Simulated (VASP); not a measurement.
Here is a VASP 6.6.1 calculation.

Contents of INCAR:

```
ALGO = Fast ; EDIFF = 1E-6
ENCUT = 520 ; GGA = PS
ISIF = 2 ; ISMEAR = 0
LASPH = True ; LCHARG = False
LREAL = False ; LWAVE = False
NBANDS = 14 ; NELM = 80
PREC = Accurate ; SIGMA = 0.15
```

KPOINTS

```
k-points
0
Gamma
  24 24 24
```

The input POSCAR:

```
AlNi
1.0
    2.0782966375     -2.0783189503      0.0000000000
    2.0782966375      2.0783189503      0.0000000000
    0.0000000000      0.0000000000      2.7142570787
Al Ni
1 1
Direct
    0.0000000000      0.0000000000      0.0000000000
    0.5000000000      0.5000000000      0.5000000000
```

Potentials or basis: VASP PAW PBE potentials, release 64 (Al, Ni).

Command:

```bash
$ cat potpaw_PBE.64/Al/POTCAR potpaw_PBE.64/Ni/POTCAR > POTCAR
$ mpirun -np 1 vasp_std > vasp.out
```

Problem. What does it give for the pressure?

Solution. 0.8 GPa.

Stress tensor (GPa, compression positive):
```
-1.97  0.00  0.00
 0.00 -1.97  0.00
 0.00  0.00  6.33
```

Caveat: the PAW data sets were made with another functional, which shifts forces and pressure a little. Spin polarisation is off, so any magnetic state and its effect on volume and gap are missing.
